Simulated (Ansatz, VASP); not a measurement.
# SnO2 in VASP and in Ansatz

```
Sn O
1.0
     0.00000    3.32036    3.32036
     3.32036    0.00000    3.32036
     3.32036    3.32036    0.00000
Sn O
2 4
Direct
  0.00000 0.00000 0.00000
  0.25000 0.25000 0.25000
  0.62500 0.62500 0.62500
  0.12500 0.62500 0.62500
  0.62500 0.62500 0.12500
  0.62500 0.12500 0.62500
```

Alike in both runs: task single point; functional PBE; k mesh 6 × 6 × 6; occupations gaussian, width 0.1 eV; no spin polarisation.

|  | VASP | Ansatz |
| --- | --- | --- |
| version | VASP 6.6.1 | Ansatz 0.2.0 |
| potentials or method | VASP PAW PBE potentials, release 64 (Sn_d, O), cutoff 520 eV | scalar-relativistic, plane waves, PAW |
| valence electrons in the cell | 52 | 52 |

```tsv
	VASP	Ansatz	Ansatz less VASP
gap on the k mesh at the Fermi level (eV)	none	none	-
pressure (GPa)	6.2	6.4	+0.14
```

A gap of «none» marks a metal or a gap that the smearing closes. With one functional, cell and mesh, what is left measures potentials, basis and numerics.
